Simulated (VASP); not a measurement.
# CdF2 (Fm-3m) in VASP: notebook

Runs on CdF2. Level: PBEsol. Tasks: single point.

Program: VASP 6.6.1. These are calculated values, not measurements. Logs are shortened: lines on timing, memory, paths and dates and some standing lists are left out, and cuts for length are marked.

## 1. The cell of the first run

It takes space group Fm-3m (No. 225, cubic). Conventional cell: a = 5.278 Å, b = 5.278 Å, c = 5.278 Å, α = 90.00°, β = 90.00°, γ = 90.00°. Within 3.0 Å of Cd (site symmetry m-3m) lie 8 F at 2.29 Å. F (site symmetry -43m) has 4 Cd at 2.29 Å and 6 F at 2.64 Å within 3.0 Å.

## 2. Single point, PBEsol (volume scaled by 0.94)

INCAR reads:

```
  ALGO = Normal
  EDIFF = 1E-6
  ENCUT = 520
  GGA = PS
  ISIF = 2
  ISMEAR = -1
  LASPH = T
  LCHARG = F
  LREAL = F
  LWAVE = F
  NBANDS = 20
  NELM = 60
  PREC = Accurate
  SIGMA = 0.05
```

KPOINTS reads:

```
k-points
0
Gamma
  9 9 9
```

POSCAR reads:

```
CdF2
1.0
    0.0000000000      2.6390049769      2.6390049769
    2.6390049769      0.0000000000      2.6390049769
    2.6390049769      2.6390049769      0.0000000000
Cd F
1 2
Direct
    0.0000000000      0.0000000000      0.0000000000
    0.7500000000      0.7500000000      0.7500000000
    0.2500000000      0.2500000000      0.2500000000
```

Potentials or basis: VASP PAW PBE potentials, release 64 (Cd, F).

Launch:

```
cat potpaw_PBE.64/Cd/POTCAR potpaw_PBE.64/F/POTCAR > POTCAR
mpirun -np 1 vasp_std > vasp.out
```

OUTCAR:

```text
EDIFF = 1E-6
   ENCUT = 520
   GGA = PS
   ISIF = 2
   ISMEAR = -1
   LASPH = T
   LREAL = F
   NELM = 60
   PREC = Accurate

 ion  position               nearest neighbor table
   1  0.000  0.000  0.000-   2 2.29   2 2.29   2 2.29   2 2.29   3 2.29   3 2.29   3 2.29   3 2.29

   2  0.750  0.750  0.750-   1 2.29   1 2.29   1 2.29   1 2.29
   3  0.250  0.250  0.250-   1 2.29   1 2.29   1 2.29   1 2.29

  LATTYP: Found a face centered cubic cell.
 ALAT       =     5.2780099538

  Lattice vectors:

 A1 = (   0.0000000000,   2.6390049769,   2.6390049769)
 A2 = (   2.6390049769,   0.0000000000,   2.6390049769)
 A3 = (   2.6390049769,   2.6390049769,   0.0000000000)

Analysis of symmetry for initial positions (statically):
=====================================================================
 Subroutine PRICEL returns:
 Original cell was already a primitive cell.

 Routine SETGRP: Setting up the symmetry group for a
 face centered cubic supercell.

 Subroutine GETGRP returns: Found 48 space group operations
[... 9 lines left out ...]

 Routine SETGRP: Setting up the symmetry group for a
 face centered cubic supercell.

 Subroutine GETGRP returns: Found 48 space group operations
[... 11 lines left out ...]
                                     Primitive cell

  volume of cell :      36.7579

  direct lattice vectors                    reciprocal lattice vectors
     0.000000000  2.639004977  2.639004977    -0.189465349  0.189465349  0.189465349
     2.639004977  0.000000000  2.639004977     0.189465349 -0.189465349  0.189465349
     2.639004977  2.639004977  0.000000000     0.189465349  0.189465349 -0.189465349

  length of vectors
     3.732116630  3.732116630  3.732116630     0.328163611  0.328163611  0.328163611

  position of ions in fractional coordinates (direct lattice)
     0.000000000  0.000000000  0.000000000
     0.750000000  0.750000000  0.750000000
     0.250000000  0.250000000  0.250000000

  ion indices of the primitive-cell ions
   primitive index   ion index
                 1           1
                 2           2
                 3           3

----------------------------------------------------------------------------------------

 KPOINTS: k-points

Automatic generation of k-mesh.
 Grid dimensions read from file:
 generate k-points for:    9    9    9

 Generating k-lattice:

  Cartesian coordinates                     Fractional coordinates (reciprocal lattice)
    -0.021051705  0.021051705  0.021051705     0.111111111  0.000000000  0.000000000
     0.021051705 -0.021051705  0.021051705     0.000000000  0.111111111  0.000000000
     0.021051705  0.021051705 -0.021051705     0.000000000  0.000000000  0.111111111

  Length of vectors
     0.036462623  0.036462623  0.036462623

  Shift w.r.t. Gamma in fractional coordinates (k-lattice)
     0.000000000  0.000000000  0.000000000

 Subroutine IBZKPT returns following result:
 ===========================================

 Found     35 irreducible k-points:

 Following reciprocal coordinates:
            Coordinates               Weight
  0.000000  0.000000  0.000000      1.000000
  0.111111  0.000000  0.000000      8.000000
  0.222222  0.000000  0.000000      8.000000
  0.333333  0.000000  0.000000      8.000000
  0.444444  0.000000  0.000000      8.000000
  0.111111  0.111111  0.000000      6.000000
[... 16 lines left out ...]
 -0.333333  0.333333  0.000000     12.000000
  0.444444  0.444444  0.000000      6.000000
 [... further k-points ...]
   k-points           NKPTS =     35   k-points in BZ     NKDIM =     35   number of bands    NBANDS=     20
   number of dos      NEDOS =    301   number of ions     NIONS =      3
   total plane-waves  NPLWV =  21952
   dimension x,y,z NGX =    28 NGY =   28 NGZ =   28
   dimension x,y,z NGXF=    56 NGYF=   56 NGZF=   56
   ions per type =               1   2
   NGX,Y,Z   is equivalent  to a cutoff of  12.47, 12.47, 12.47 a.u.
   NGXF,Y,Z  is equivalent  to a cutoff of  24.95, 24.95, 24.95 a.u.
 SYSTEM =  unknown system
   PREC   = accura    normal or accurate (medium, high low for compatibility)
   ISTART =      0    job   : 0-new  1-cont  2-samecut
   ICHARG =      2    charge: 1-file 2-atom 10-const
   ISPIN  =      1    spin polarized calculation?
   LNONCOLLINEAR =      F non collinear calculations
   LSORBIT =      F    spin-orbit coupling
   LASPH  =      T    aspherical Exc in radial PAW
   ENCUT  =  520.0 eV  38.22 Ry    6.18 a.u.   6.94  6.94  6.94*2*pi/ulx,y,z
   NELM   =     60;   NELMIN=  2; NELMDL= -5     # of ELM steps
   EDIFF  = 0.1E-05   stopping-criterion for ELM
   LREAL  =      F    real-space projection
   EDIFFG = 0.1E-04   stopping-criterion for IOM
   NSW    =      0    number of steps for IOM
   IBRION =     -1    ionic relax: 0-MD 1-quasi-New 2-CG
   NFREE  =      0    steps in history (QN), initial steepest desc. (CG)
   ISIF   =      2    stress and relaxation
   ISYM   =      2    0-nonsym 1-usesym 2-fastsym
   POTIM  = 0.5000    time-step for ionic-motion
   TEBEG  =    0.0;   TEEND  =   0.0 temperature during run
   PSTRESS=    0.0 pullay stress
   NELECT =      26.0000    total number of electrons
   NUPDOWN=      -1.0000    fix difference up-down
   EMIN   =  10.00;   EMAX   =-10.00  energy-range for DOS
   EFERMI =   0.00;   METHOD = LEGACY
   ISMEAR =    -1;   SIGMA  =   0.05  broadening in eV -4-tet -1-fermi 0-gaus
   EFERMI_NEDOS =   21; number of points for ismear=-14 and -15
   IALGO  =     38    algorithm
   IMIX   =      4    mixing-type and parameters
     AMIX     =   0.40;   BMIX     =  1.00
     AMIX_MAG =   1.60;   BMIX_MAG =  1.00
  volume/ion in A,a.u.               =      12.25        82.68
  Fermi-wavevector in a.u.,A,eV,Ry     =   1.458643  2.756436 28.948300  2.127640
  Thomas-Fermi vector in A             =   2.575304
   LORBIT       =      0    0 simple, 1 ext, 2 COOP (PROOUT), +10 PAW based schemes
   GGA     = PS    functional components
[... 5 lines left out ...]
 non-spin polarized calculation
  energy-cutoff  :      520.00
  volume of cell :       36.76
 maximum number of plane-waves:      1002
   NGX = 13   NGY = 13   NGZ = 13

 number of electron      26.0000022 magnetization

 Free energy of the ion-electron system (eV)
  ---------------------------------------------------
  ext. energy  EPLUGINS =         0.00000000
  ---------------------------------------------------
  free energy    TOTEN  =       -11.52443588 eV

  energy without entropy =      -11.52443588  energy(sigma->0) =      -11.52443588

 E-fermi :   0.2461     XC(G=0): -11.0581

 val. band max:       -0.9783252913   @ k =  -0.3333   0.4444   0.2222
 cond. band min:       2.1645866883   @ k =   0.0000   0.0000   0.0000
 fundamental gap:      3.1429119796
 Fermi energy:         0.2461055566

 k-point     1 :       0.0000    0.0000    0.0000
  band No.  band energies     occupation
      1     -22.0428      2.00000
      2     -20.7152      2.00000
      3      -6.8181      2.00000
      4      -6.8181      2.00000
      5      -6.8181      2.00000
      6      -5.2714      2.00000
[... 12 lines left out ...]
     19      19.1604      0.00000
     20      19.1604      0.00000

 k-point     2 :       0.1111    0.0000    0.0000
  band No.  band energies     occupation
      1     -21.9951      2.00000
      2     -20.7590      2.00000
      3      -6.7622      2.00000
      4      -6.7622      2.00000
      5      -6.6626      2.00000
      6      -5.2932      2.00000
[... 12 lines left out ...]
     19      18.8495      0.00000
     20      18.8495      0.00000

 k-point     3 :       0.2222    0.0000    0.0000
  band No.  band energies     occupation
      1     -21.8643      2.00000
      2     -20.8780      2.00000
      3      -6.6231      2.00000
      4      -6.6230      2.00000
      5      -6.2307      2.00000
      6      -5.3239      2.00000
[... 12 lines left out ...]
     19      18.2664      0.00000
     20      18.9944      0.00000

 k-point     4 :       0.3333    0.0000    0.0000
  band No.  band energies     occupation
      1     -21.6773      2.00000
      2     -21.0467      2.00000
      3      -6.4807      2.00000
      4      -6.4807      2.00000
      5      -5.6253      2.00000
      6      -5.2916      2.00000
[... 12 lines left out ...]
     19      17.7753      0.00000
     20      18.7466      0.00000

 k-point     5 :       0.4444    0.0000    0.0000
  band No.  band energies     occupation
      1     -21.4722      2.00000
      2     -21.2383      2.00000
      3      -6.4080      2.00000
      4      -6.4080      2.00000
      5      -5.2044      2.00000
      6      -5.2044      2.00000
[... 12 lines left out ...]
     19      17.4973      0.00000
     20      18.2020      0.00000

 k-point     6 :       0.1111    0.1111    0.0000
  band No.  band energies     occupation
      1     -21.9801      2.00000
      2     -20.7721      2.00000
      3      -6.7401      2.00000
      4      -6.7401      2.00000
      5      -6.6139      2.00000
      6      -5.3617      2.00000
[... 12 lines left out ...]
     19      18.8188      0.00000
     20      19.2676      0.00000

 k-point     7 :       0.2222    0.1111    0.0000
  band No.  band energies     occupation
      1     -21.8798      2.00000
      2     -20.8616      2.00000
      3      -6.6204      2.00000
      4      -6.6175      2.00000
      5      -6.2830      2.00000
      6      -5.4649      2.00000
[... 12 lines left out ...]
     19      19.0783      0.00000
     20      19.9267      0.00000
[... 277 lines left out ...]
 k-point    20 :       0.3333    0.3333    0.0000
  band No.  band energies     occupation
      1     -21.6252      2.00000
      2     -21.0620      2.00000
      3      -6.2269      2.00000
      4      -6.1266      2.00000
      5      -6.1266      2.00000
      6      -5.4327      2.00000
[... 12 lines left out ...]
     19      19.8876      0.00000
     20      20.0454      0.00000

 k-point    21 :       0.4444    0.3333    0.0000
  band No.  band energies     occupation
      1     -21.5265      2.00000
      2     -21.1401      2.00000
      3      -6.4277      2.00000
      4      -5.9357      2.00000
      5      -5.8640      2.00000
      6      -5.1731      2.00000
[... 12 lines left out ...]
     19      19.7093      0.00000
     20      20.1503      0.00000

 k-point    22 :      -0.4444    0.3333    0.0000
  band No.  band energies     occupation
      1     -21.4214      2.00000
      2     -21.2357      2.00000
      3      -6.4290      2.00000
      4      -5.8382      2.00000
      5      -5.5842      2.00000
      6      -5.3059      2.00000
[... 12 lines left out ...]
     19      19.9523      0.00000
     20      20.2583      0.00000

 k-point    23 :      -0.3333    0.3333    0.0000
  band No.  band energies     occupation
      1     -21.3463      2.00000
      2     -21.3191      2.00000
      3      -6.3444      2.00000
      4      -5.8944      2.00000
      5      -5.4864      2.00000
      6      -5.3747      2.00000
[... 12 lines left out ...]
     19      18.7603      0.00000
     20      21.1010      0.00000

 k-point    24 :       0.4444    0.4444    0.0000
  band No.  band energies     occupation
      1     -21.4936      2.00000
      2     -21.1567      2.00000
      3      -6.6384      2.00000
      4      -5.7074      2.00000
      5      -5.7074      2.00000
      6      -5.1319      2.00000
[... 12 lines left out ...]
     19      19.0527      0.00000
     20      20.4594      0.00000

 [... further k-points ...]
[... 5 lines left out ...]
  --------------------------------------------------------------------------------------
  -------------------------------------------------------------------------------------
  Total        1.9721936      1.9721936      1.9721936     -0.0000000      0.0000000      0.0000000
  in kB       85.9625916     85.9625916     85.9625916     -0.0000000      0.0000000      0.0000000
  external PRESSURE =      85.9625916 kB  Pullay stress =       0.0000000 kB

 VOLUME and BASIS-vectors are now :
 -----------------------------------------------------------------------------
  energy-cutoff  :      520.00
  volume of cell :       36.76
      direct lattice vectors                 reciprocal lattice vectors
     0.000000000  2.639004977  2.639004977    -0.189465349  0.189465349  0.189465349
     2.639004977  0.000000000  2.639004977     0.189465349 -0.189465349  0.189465349
     2.639004977  2.639004977  0.000000000     0.189465349  0.189465349 -0.189465349

 POSITION                                       TOTAL-FORCE (eV/Angst)
 -----------------------------------------------------------------------------------
      0.00000      0.00000      0.00000        -0.000000      0.000000      0.000000
      3.95851      3.95851      3.95851        -0.000000     -0.000000     -0.000000
      1.31950      1.31950      1.31950         0.000000      0.000000      0.000000
 -----------------------------------------------------------------------------------
    total drift:                                0.000000      0.000000      0.000000

  FREE ENERGIE OF THE ION-ELECTRON SYSTEM (eV)
  ---------------------------------------------------
  free  energy   TOTEN  =       -11.5244358829 eV

  energy  without entropy=      -11.5244358829  energy(sigma->0) =      -11.52443588
```

It took 15 s on 1 thread of Intel Xeon Platinum 8375C at 2.90GHz (Ice Lake), shared host; peak memory 0.17 GiB.

What came out:

- Free energy: -11.5244 eV
- Pressure: 8.6 GPa
- Band gap on the k mesh: 3.14 eV, indirect (least direct gap 3.52 eV)

Levels at points of the mesh, in eV from the valence-band top:
```
           k point  band 10  band 11  band 12  band 13  band 14  band 15  band 16  band 17
(0.00, 0.00, 0.00)    -1.14    -0.37    -0.37    -0.37     3.14    12.80    12.80    12.80
```

Caveat: the PAW data sets were made with another functional, which shifts forces and pressure a little.

## 3. Single point, PBEsol (volume scaled by 0.96)

INCAR reads:

```
SYSTEM = CdF2
  PREC = Accurate
  ENCUT = 520
  EDIFF = 1E-6
  ISMEAR = -1
  SIGMA = 0.05
  LREAL = .False.
  LASPH = .True.
  NELM = 100
  ALGO = Normal
  ISIF = 2
  LWAVE = .False.
  LCHARG = .True.
  GGA = PS
  LELF = .True.
  LVHAR = .True.
  NBANDS = 20
```

KPOINTS reads:

```
Automatic mesh
0
Gamma
  9 9 9
  0 0 0
```

POSCAR reads:

```
CdF2
1.0
    0.0000000000      2.6575901313      2.6575901313
    2.6575901313      0.0000000000      2.6575901313
    2.6575901313      2.6575901313      0.0000000000
Cd F
1 2
Direct
    0.0000000000      0.0000000000      0.0000000000
    0.7500000000      0.7500000000      0.7500000000
    0.2500000000      0.2500000000      0.2500000000
```

Potentials or basis: VASP PAW PBE potentials, release 64 (Cd, F).

Launch:

```
cat potpaw_PBE.64/Cd/POTCAR potpaw_PBE.64/F/POTCAR > POTCAR
mpirun -np 1 vasp_std > vasp.out
```

Wall time 18 s (1 thread of Intel Xeon Platinum 8375C at 2.90GHz (Ice Lake), shared host); peak memory 0.17 GiB.

Results (log left out):

| Property | Result |
| --- | --- |
| Free energy | -11.5607 eV |
| Pressure | 5.6 GPa |
| Band gap on the k mesh | 3.07 eV, indirect (least direct gap 3.48 eV) |

Levels at points of the mesh, in eV from the valence-band top:
| k point | band 10 | band 11 | band 12 | band 13 | band 14 | band 15 | band 16 | band 17 |
| --- | --- | --- | --- | --- | --- | --- | --- | --- |
| (0.00, 0.00, 0.00) | -1.07 | -0.41 | -0.41 | -0.41 | 3.07 | 12.71 | 12.71 | 12.71 |

Caveat: the PAW data sets were made with another functional, which shifts forces and pressure a little. A k mesh can miss the band edges.

[end of part 1 of 3]
